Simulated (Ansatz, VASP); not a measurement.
## One calculation of Mo, two programs

```xyz
1
Lattice="0.0000 2.1762 1.8538 2.1762 0.0000 1.8538 2.1762 2.1762 0.0000" Properties=species:S:1:pos:R:3 pbc="T T T"
Mo    0.0000    0.0000    0.0000
```

Change from the starting cell: strain +0.080 along x and y, -0.080 along z, atoms carried along.

Alike in both runs: task single point; functional PBE; k mesh 20 × 20 × 20; occupations gaussian, width 0.15 eV; no spin polarisation.

```csv
,VASP,Ansatz
version,VASP 6.6.1,Ansatz 0.2.0
potentials or method,"VASP PAW PBE potentials, release 64 (Mo_sv), cutoff 520 eV","scalar-relativistic, plane waves, PAW"
valence electrons in the cell,14,14
```

Ansatz gave:

```
gap on the k mesh at the Fermi level (eV)                     : none
pressure (GPa)                                                : -19.1
traceless stress, the component that is largest in VASP (GPa) : -15.32
```

**Question.** What did VASP give for the same quantities?

**Answer.** gap on the k mesh at the Fermi level (eV): none; pressure (GPa): -18.7; traceless stress, the component that is largest in VASP (GPa): -15.31.

A gap of «none» marks a metal or a gap that the smearing closes. The functional is the same, so the differences come from potentials, cutoffs and numerics.
